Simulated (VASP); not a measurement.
# CuSb2 (P-3m1) in VASP: settings compared

Aim: see how the results for CuSb2 move with the level of theory and the settings. Levels: PBE, PBE+D3(BJ). Tasks: single point.

All numbers are computed with VASP 6.6.1; they aren't measurements. Logs are shortened: lines on timing, memory, paths and dates and some standing lists are left out, and cuts for length are marked.

**1. The cell of the first run**

The structure is trigonal, space group P-3m1 (No. 164). Conventional cell: a = 4.009 Å, b = 4.009 Å, c = 4.918 Å, α = 90.00°, β = 90.00°, γ = 120.00°. Within 3.5 Å of Cu (site symmetry -3m) lie 6 Sb at 2.65 Å. Within 3.5 Å of Sb (site symmetry 3m) lie 3 Cu at 2.65 Å and 6 Sb at 3.29 to 3.46 Å.

**2. Single point, PBE (22.81 Å³/atom)**

Contents of INCAR:

```
PREC     = Accurate       # precision mode
ENCUT    = 520            # plane-wave cutoff, eV
EDIFF    = 1E-6           # SCF threshold, eV
ISMEAR   = 0              # smearing method
SIGMA    = 0.05           # smearing width, eV
LREAL    = F              # projectors in reciprocal space
LASPH    = T              # aspherical terms in the spheres
NELM     = 60             # most SCF steps
ALGO     = Normal         # electronic algorithm
ISIF     = 2              # what is computed and relaxed
LWAVE    = F              # write WAVECAR
LCHARG   = F              # write CHGCAR
GGA      = PE             # functional
NBANDS   = 18             # bands
```

Contents of KPOINTS:

```
Automatic mesh
0
Gamma
  10 10 8
```

Contents of POSCAR:

```
CuSb2
1.0
    4.0085503517      0.0000000000      0.0000000000
   -2.0042751758      3.4715064369      0.0000000000
    0.0000000000      0.0000000000      4.9183402714
Cu Sb
1 2
Direct
    0.0000000000      0.0000000000      0.0000000000
    0.3333333333      0.6666666667      0.2617880928
    0.6666666667      0.3333333333      0.7382119072
```

Potentials or basis: VASP PAW PBE potentials, release 64 (Cu, Sb).

Command:

```bash
$ cat potpaw_PBE.64/Cu/POTCAR potpaw_PBE.64/Sb/POTCAR > POTCAR
$ mpirun -np 1 vasp_std > vasp.out
```

OUTCAR:

```text
PREC = Accurate
   ENCUT = 520
   EDIFF = 1E-6
   ISMEAR = 0
   LREAL = F
   LASPH = T
   NELM = 60
   ISIF = 2
   GGA = PE

 ion  position               nearest neighbor table
   1  0.000  0.000  0.000-   2 2.65   3 2.65   2 2.65   3 2.65   3 2.65   2 2.65
   2  0.333  0.667  0.262-   1 2.65   1 2.65   1 2.65   3 3.29   3 3.29   3 3.29   3 3.46   3 3.46
                             3 3.46
   3  0.667  0.333  0.738-   1 2.65   1 2.65   1 2.65   2 3.29   2 3.29   2 3.29   2 3.46   2 3.46
                             2 3.46

  LATTYP: Found a hexagonal cell.
 ALAT       =     4.0085503517
 C/A-ratio  =     1.2269623280

  Lattice vectors:

 A1 = (   4.0085503517,   0.0000000000,   0.0000000000)
 A2 = (  -2.0042751758,   3.4715064369,   0.0000000000)
 A3 = (   0.0000000000,   0.0000000000,   4.9183402714)

Analysis of symmetry for initial positions (statically):
=====================================================================
 Subroutine PRICEL returns:
 Original cell was already a primitive cell.

 Routine SETGRP: Setting up the symmetry group for a
 hexagonal supercell.

 Subroutine GETGRP returns: Found 12 space group operations
 (whereof 12 operations were pure point group operations)
 out of a pool of 24 trial point group operations.

The static configuration has the point symmetry D_3d.

Analysis of symmetry for dynamics (positions and initial velocities):
=====================================================================
 Subroutine PRICEL returns:
 Original cell was already a primitive cell.

 Routine SETGRP: Setting up the symmetry group for a
 hexagonal supercell.

 Subroutine GETGRP returns: Found 12 space group operations
 (whereof 12 operations were pure point group operations)
 out of a pool of 24 trial point group operations.

The dynamic configuration has the point symmetry D_3d.

 Subroutine INISYM returns: Found 12 space group operations
 (whereof 12 operations are pure point group operations),
 and found     1 'primitive' translations

----------------------------------------------------------------------------------------

                                     Primitive cell

  volume of cell :      68.4422

  direct lattice vectors                    reciprocal lattice vectors
     4.008550352  0.000000000  0.000000000     0.249466743  0.144029691  0.000000000
    -2.004275176  3.471506437  0.000000000     0.000000000  0.288059382  0.000000000
     0.000000000  0.000000000  4.918340271     0.000000000  0.000000000  0.203320621

  length of vectors
     4.008550352  4.008550352  4.918340271     0.288059382  0.288059382  0.203320621

  position of ions in fractional coordinates (direct lattice)
     0.000000000  0.000000000  0.000000000
     0.333333333  0.666666667  0.261788093
     0.666666667  0.333333333  0.738211907

  ion indices of the primitive-cell ions
   primitive index   ion index
                 1           1
                 2           2
                 3           3

----------------------------------------------------------------------------------------

 KPOINTS: Automatic mesh

Automatic generation of k-mesh.
 Grid dimensions read from file:
 generate k-points for:   10   10    8

 Generating k-lattice:

  Cartesian coordinates                     Fractional coordinates (reciprocal lattice)
     0.024946674  0.014402969  0.000000000     0.100000000  0.000000000  0.000000000
     0.000000000  0.028805938  0.000000000     0.000000000  0.100000000  0.000000000
     0.000000000  0.000000000  0.025415078     0.000000000  0.000000000  0.125000000

  Length of vectors
     0.028805938  0.028805938  0.025415078

  Shift w.r.t. Gamma in fractional coordinates (k-lattice)
     0.000000000  0.000000000  0.000000000

 Subroutine IBZKPT returns following result:
 ===========================================

 Found     94 irreducible k-points:

 Following reciprocal coordinates:
            Coordinates               Weight
  0.000000  0.000000  0.000000      1.000000
  0.100000 -0.000000  0.000000      6.000000
  0.200000 -0.000000  0.000000      6.000000
  0.300000  0.000000  0.000000      6.000000
  0.400000  0.000000  0.000000      6.000000
  0.500000  0.000000  0.000000      3.000000
[... 16 lines left out ...]
  0.000000  0.400000  0.125000      6.000000
  0.500000  0.000000  0.125000      6.000000
 [... further k-points ...]
   k-points           NKPTS =     94   k-points in BZ     NKDIM =     94   number of bands    NBANDS=     18
   number of dos      NEDOS =    301   number of ions     NIONS =      3
   total plane-waves  NPLWV =  36000
   dimension x,y,z NGX =    30 NGY =   30 NGZ =   40
   dimension x,y,z NGXF=    60 NGYF=   60 NGZF=   80
   ions per type =               1   2
   NGX,Y,Z   is equivalent  to a cutoff of  12.44, 12.44, 13.52 a.u.
   NGXF,Y,Z  is equivalent  to a cutoff of  24.88, 24.88, 27.04 a.u.
 SYSTEM =  unknown system
   PREC   = accura    normal or accurate (medium, high low for compatibility)
   ISTART =      0    job   : 0-new  1-cont  2-samecut
   ICHARG =      2    charge: 1-file 2-atom 10-const
   ISPIN  =      1    spin polarized calculation?
   LNONCOLLINEAR =      F non collinear calculations
   LSORBIT =      F    spin-orbit coupling
   LASPH  =      T    aspherical Exc in radial PAW
   ENCUT  =  520.0 eV  38.22 Ry    6.18 a.u.   7.45  7.45  9.14*2*pi/ulx,y,z
   NELM   =     60;   NELMIN=  2; NELMDL= -5     # of ELM steps
   EDIFF  = 0.1E-05   stopping-criterion for ELM
   LREAL  =      F    real-space projection
   EDIFFG = 0.1E-04   stopping-criterion for IOM
   NSW    =      0    number of steps for IOM
   IBRION =     -1    ionic relax: 0-MD 1-quasi-New 2-CG
   NFREE  =      0    steps in history (QN), initial steepest desc. (CG)
   ISIF   =      2    stress and relaxation
   ISYM   =      2    0-nonsym 1-usesym 2-fastsym
   POTIM  = 0.5000    time-step for ionic-motion
   TEBEG  =    0.0;   TEEND  =   0.0 temperature during run
   PSTRESS=    0.0 pullay stress
   NELECT =      21.0000    total number of electrons
   NUPDOWN=      -1.0000    fix difference up-down
   EMIN   =  10.00;   EMAX   =-10.00  energy-range for DOS
   EFERMI =   0.00;   METHOD = LEGACY
   ISMEAR =     0;   SIGMA  =   0.05  broadening in eV -4-tet -1-fermi 0-gaus
   EFERMI_NEDOS =   21; number of points for ismear=-14 and -15
   IALGO  =     38    algorithm
   IMIX   =      4    mixing-type and parameters
     AMIX     =   0.40;   BMIX     =  1.00
     AMIX_MAG =   1.60;   BMIX_MAG =  1.00
  volume/ion in A,a.u.               =      22.81       153.96
  Fermi-wavevector in a.u.,A,eV,Ry     =   1.104180  2.086598 16.588413  1.219214
  Thomas-Fermi vector in A             =   2.240649
   LORBIT       =      0    0 simple, 1 ext, 2 COOP (PROOUT), +10 PAW based schemes
   GGA     = PE    functional components
   LHFCALC =     F    Hartree Fock is set to
   AEXX    =    0.0000 exact exchange contribution
   IVDW    =     0    specifies the selected vdW correction
   LEPSILON=     F    determine dielectric tensor
   LRPA    =     F    only Hartree local field effects (RPA)
 non-spin polarized calculation
 Gauss-broadening in eV      SIGMA  =   0.05
  energy-cutoff  :      520.00
  volume of cell :       68.44
 maximum number of plane-waves:      1873
 NGX is ok and might be reduce to    30
   NGX = 15   NGY = 15   NGZ = 19

 number of electron      21.0000023 magnetization

 Free energy of the ion-electron system (eV)
  ---------------------------------------------------
  ext. energy  EPLUGINS =         0.00000000
  ---------------------------------------------------
  free energy    TOTEN  =       -11.73276525 eV

  energy without entropy =      -11.73132090  energy(sigma->0) =      -11.73204308

 E-fermi :   7.6872     XC(G=0): -10.3934

 val. band max:        7.6582338956   @ k =   0.1000  -0.0000   0.2500
 cond. band min:       7.6880253369   @ k =   0.2000   0.2000   0.1250
 fundamental gap:      0.0297914413
 Fermi energy:         7.6872207519

 k-point     1 :       0.0000    0.0000    0.0000
  band No.  band energies     occupation
      1      -4.5421      2.00000
      2       0.3128      2.00000
      3       2.5094      2.00000
      4       3.5488      2.00000
      5       3.5488      2.00000
      6       4.2594      2.00000
[... 10 lines left out ...]
     17      14.6172      0.00000
     18      17.1111      0.00000

 k-point     2 :       0.1000   -0.0000    0.0000
  band No.  band energies     occupation
      1      -4.4264      2.00000
      2       0.2753      2.00000
      3       2.6243      2.00000
      4       3.5757      2.00000
      5       3.5916      2.00000
      6       4.2492      2.00000
[... 10 lines left out ...]
     17      14.5648      0.00000
     18      16.1792      0.00000

 k-point     3 :       0.2000   -0.0000    0.0000
  band No.  band energies     occupation
      1      -4.0842      2.00000
      2       0.1283      2.00000
      3       2.9523      2.00000
      4       3.6525      2.00000
      5       3.6942      2.00000
      6       4.2218      2.00000
[... 10 lines left out ...]
     17      15.0281      0.00000
     18      15.6255      0.00000

 k-point     4 :       0.3000    0.0000    0.0000
  band No.  band energies     occupation
      1      -3.5349      2.00000
      2      -0.2201      2.00000
      3       3.4106      2.00000
      4       3.5808      2.00000
      5       3.7621      2.00000
      6       4.1663      2.00000
[... 375 lines left out ...]
      4       3.8707      2.00000
      5       3.9646      2.00000
      6       4.1835      2.00000
[... 10 lines left out ...]
     17      15.6068      0.00000
     18      17.5847      0.00000

 k-point    23 :       0.0000    0.4000    0.1250
  band No.  band energies     occupation
      1      -2.7720      2.00000
      2      -0.7945      2.00000
      3       2.6608      2.00000
      4       3.6330      2.00000
      5       3.8044      2.00000
      6       4.2706      2.00000
[... 10 lines left out ...]
     17      15.6601      0.00000
     18      17.6049      0.00000

 k-point    24 :       0.5000    0.0000    0.1250
  band No.  band energies     occupation
      1      -2.2648      2.00000
      2      -1.2884      2.00000
      3       2.6467      2.00000
      4       3.8580      2.00000
      5       3.8595      2.00000
      6       4.3012      2.00000
[... 10 lines left out ...]
     17      15.5541      0.00000
     18      19.3022      0.00000

 [... further k-points ...]

------------------------ aborting loop because EDIFF is reached ----------------------------------------

  FORCE on cell =-STRESS in cart. coord.  units (eV):
  Direction    XX          YY          ZZ          XY          YZ          ZX
  --------------------------------------------------------------------------------------
  -------------------------------------------------------------------------------------
  Total        0.4963652      0.4963652      0.4647762      0.0000000      0.0000000      0.0000000
  in kB       11.6195143     11.6195143     10.8800422      0.0000000      0.0000000      0.0000000
  external PRESSURE =      11.3730236 kB  Pullay stress =       0.0000000 kB

 VOLUME and BASIS-vectors are now :
 -----------------------------------------------------------------------------
  energy-cutoff  :      520.00
  volume of cell :       68.44
      direct lattice vectors                 reciprocal lattice vectors
     4.008550352  0.000000000  0.000000000     0.249466743  0.144029691  0.000000000
    -2.004275176  3.471506437  0.000000000     0.000000000  0.288059382  0.000000000
     0.000000000  0.000000000  4.918340271     0.000000000  0.000000000  0.203320621

 POSITION                                       TOTAL-FORCE (eV/Angst)
 -----------------------------------------------------------------------------------
      0.00000      0.00000      0.00000         0.000000      0.000000      0.000000
     -0.00000      2.31434      1.28756         0.000000     -0.000000      0.022599
      2.00428      1.15717      3.63078        -0.000000      0.000000     -0.022599
 -----------------------------------------------------------------------------------
    total drift:                                0.000000      0.000000      0.000000

  FREE ENERGIE OF THE ION-ELECTRON SYSTEM (eV)
  ---------------------------------------------------
  free  energy   TOTEN  =       -11.7327652538 eV

  energy  without entropy=      -11.7313208974  energy(sigma->0) =      -11.73204308
```

Run time: 55 s. Hardware: 1 thread of Intel Xeon 6975P-C (Granite Rapids), shared host; peak memory 0.26 GiB.

What came out:

```yaml
Free_energy: -11.7328 eV
Pressure: 1.1 GPa
Largest_force: 0.023 eV/Å
Band_gap_on_the_k_mesh: zero (an odd number of electrons rules out a gap without spin polarisation)
```

Forces on the atoms (eV/Å):
```
Cu   0.000  0.000  0.000
Sb   0.000  0.000  0.023
Sb   0.000  0.000 -0.023
```

Caveat: spin-orbit coupling is left out, which moves the levels of the heavy elements.

**3. Single point, PBE**

Contents of INCAR:

```
ALGO = Normal ; EDIFF = 1E-7
ENCUT = 520 ; GGA = PE
ISIF = 2 ; ISMEAR = 0
LASPH = True ; LCHARG = True
LELF = True ; LREAL = False
LVHAR = True ; LWAVE = False
NBANDS = 18 ; NELM = 100
PREC = Accurate ; SIGMA = 0.05
```

Contents of KPOINTS:

```
k-points
0
Gamma
  10 10 8
```

Contents of POSCAR:

```
CuSb2
1.0
    4.0319689635      0.0000000000      0.0000000000
   -2.0159844818      3.4917875497      0.0000000000
    0.0000000000      0.0000000000      4.8613724698
Cu Sb
1 2
Direct
    0.0000000000      0.0000000000      0.0000000000
    0.3333333333      0.6666666667      0.2588614725
    0.6666666667      0.3333333333      0.7411385275
```

Potentials or basis: VASP PAW PBE potentials, release 64 (Cu, Sb).

Command:

```bash
$ cat potpaw_PBE.64/Cu/POTCAR potpaw_PBE.64/Sb/POTCAR > POTCAR
$ mpirun -np 1 vasp_std > vasp.out
```

It took 54 s on 1 thread of Intel Xeon 6975P-C (Granite Rapids), shared host; peak memory 0.26 GiB.

The run converged. Its results:

```yaml
Free_energy: -11.7292 eV
Pressure: 1.4 GPa
Largest_force: 0.105 eV/Å
Band_gap_on_the_k_mesh: zero (an odd number of electrons rules out a gap without spin polarisation)
```

Forces in eV/Å, atoms in the order of the input:
```
Cu   0.000  0.000  0.000
Sb   0.000  0.000  0.105
Sb   0.000  0.000 -0.105
```

Stress tensor (GPa, compression positive):
```
1.19 0.00 0.00
0.00 1.19 0.00
0.00 0.00 1.92
```

Levels at points of the mesh, in eV from the Fermi level:
```
           k point  band 9  band 10  band 11  band 12  band 13  band 14
(0.00, 0.00, 0.00)    0.80     0.80     1.17     1.17     3.33     4.63
(0.50, 0.00, 0.00)   -2.34    -2.25    -1.56     0.20     2.98     3.41
(0.00, 0.00, 0.50)    0.57     0.57     0.74     2.03     2.03     4.86
(0.50, 0.00, 0.50)   -3.11    -1.14     0.42     1.10     1.31     6.07
```

Caveat: spin-orbit coupling is left out, which moves the levels of the heavy elements.

(Continued in part 2 of 2.)
